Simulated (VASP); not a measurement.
**BAs: single point with PBE**

The system is BAs.

```xyz
2
Lattice="0.0000 2.3679 2.3679 2.3679 0.0000 2.3679 2.3679 2.3679 0.0000" Properties=species:S:1:pos:R:3 pbc="T T T"
B     0.0000    0.0000    0.0000
As    1.1840    1.1840    1.1840
```

This cell differs from its parent crystal: strain -1.0%.

```json
{"Program": "VASP 6.6.1", "Task": "single point", "Functional": "PBE", "Potentials or basis": "VASP PAW PBE potentials, release 64 (B, As_d)", "Cutoff": "560 eV", "k mesh": "10 × 10 × 10", "Occupations": "fermi-dirac, width 0.02 eV", "Spin": "no spin polarisation", "Dipole correction": "no", "Further INCAR settings": "ALGO = Normal; EDIFF = 1e-06; NBANDS = 16"}
```

| Property | Result |
| --- | --- |
| Pressure | 6.4 GPa |
| Band gap on the k mesh | 1.16 eV (least direct gap 3.32 eV) |

Levels at points of the mesh, in eV from the valence-band top:
| k point | band 6 | band 7 | band 8 | band 9 | band 10 | band 11 | band 12 | band 13 |
| --- | --- | --- | --- | --- | --- | --- | --- | --- |
| (0.00, 0.00, 0.00) | -15.64 | 0.00 | 0.00 | 0.00 | 3.32 | 3.32 | 3.32 | 5.02 |
| (0.50, 0.00, 0.00) | -12.67 | -8.97 | -1.86 | -1.86 | 2.85 | 4.83 | 4.83 | 8.94 |
| (0.50, 0.50, 0.00) | -11.32 | -8.66 | -4.18 | -4.18 | 1.41 | 1.43 | 11.66 | 11.66 |

Run time: 20 s on 1 thread of Intel(R) Xeon(R) Platinum 8259CL CPU @ 2.50GHz (Skylake/Cascade Lake), with other jobs on the host, peak memory 0.16 GiB.

Caveat: the cell differs from its parent crystal (strain -1.0%); the cell stands under pressure. A k mesh can miss the band edges.
